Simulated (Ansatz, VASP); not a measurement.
**Os: VASP beside Ansatz**

```xyz
2
Lattice="2.7528 0.0000 0.0000 -1.3764 2.3840 0.0000 0.0000 0.0000 4.3510" Properties=species:S:1:pos:R:3 pbc="T T T"
Os    0.0000    1.5893    3.2632
Os    1.3764    0.7947    1.0877
```

Alike in both runs: functional PBE; k mesh 18 × 18 × 10; occupations gaussian, width 0.1 eV; no spin polarisation.

Ansatz relaxed the structure, and its values are those at the end. VASP's run is a single point on that final structure, the one shown.

|  | VASP | Ansatz |
| --- | --- | --- |
| version | VASP 6.6.1 | Ansatz 0.2.0 |
| potentials or method | VASP PAW PBE potentials, release 64 (Os), cutoff 520 eV | scalar-relativistic, plane waves, PAW |
| valence electrons in the cell | 16 | 32 |

VASP gave:

```
gap on the k mesh at the Fermi level (eV) : none
pressure (GPa)                            : -0.2
```

Problem. Estimate Ansatz's values.

Solution. gap on the k mesh at the Fermi level (eV): none; pressure (GPa): 0.0.

A gap of «none» marks a metal or a gap that the smearing closes. The functional is the same, so the differences come from potentials, cutoffs and numerics. VASP's potentials hold 16 valence electrons a cell and Ansatz's 32, so a difference there can come from the potentials and not from the codes.

Spin-orbit coupling is off throughout.
